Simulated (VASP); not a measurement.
**Pt: single point with PBEsol**

The system is Pt.

```
Pt
1.0
     2.74214    0.00000    0.00000
    -1.37107    2.37476    0.00000
     0.00000    0.00000    4.75997
Pt
2
Cartesian
  1.3711 0.7916 3.5700
  0.0000 1.5832 1.1900
```

```json
{"Program": "VASP 6.6.1", "Task": "single point", "Functional": "PBEsol", "Potentials or basis": "VASP PAW PBE potentials, release 64 (Pt)", "Cutoff": "520 eV", "k mesh": "12 × 12 × 6", "Occupations": "fermi-dirac, width 0.1 eV", "Spin": "no spin polarisation", "Dipole correction": "no", "Further INCAR settings": "ALGO = Normal; EDIFF = 1e-07; NBANDS = 17"}
```

- Pressure: -6.1 GPa
- Band gap on the k mesh: zero (band 10 reaches 11.07 eV, above the bottom of band 11 at 9.74 eV)

Stress tensor (GPa, compression positive):
```
-5.60  0.00  0.00
 0.00 -5.60  0.00
 0.00  0.00 -7.05
```

Levels at points of the mesh, in eV from the Fermi level:
| k point | band 7 | band 8 | band 9 | band 10 | band 11 | band 12 | band 13 | band 14 |
| --- | --- | --- | --- | --- | --- | --- | --- | --- |
| (0.00, 0.00, 0.00) | -3.15 | -1.86 | -1.86 | -0.88 | -0.23 | -0.23 | 4.76 | 15.07 |
| (0.50, 0.00, 0.00) | -2.72 | 0.01 | 0.31 | 0.52 | 2.27 | 3.77 | 7.31 | 8.86 |
| (0.00, 0.00, 0.50) | -3.52 | -3.52 | -0.82 | -0.82 | -0.82 | -0.82 | 11.99 | 11.99 |
| (0.50, 0.00, 0.50) | -0.92 | -0.92 | 0.43 | 0.43 | 1.65 | 1.65 | 6.56 | 6.56 |

It took 12 s on 1 thread of Intel(R) Xeon(R) 6975P-C (Granite Rapids) (shared host), peak memory 0.16 GiB.

Caveat: the PAW data sets were made with another functional, which shifts forces and pressure a little; spin-orbit coupling is left out, which moves the levels of the heavy elements.
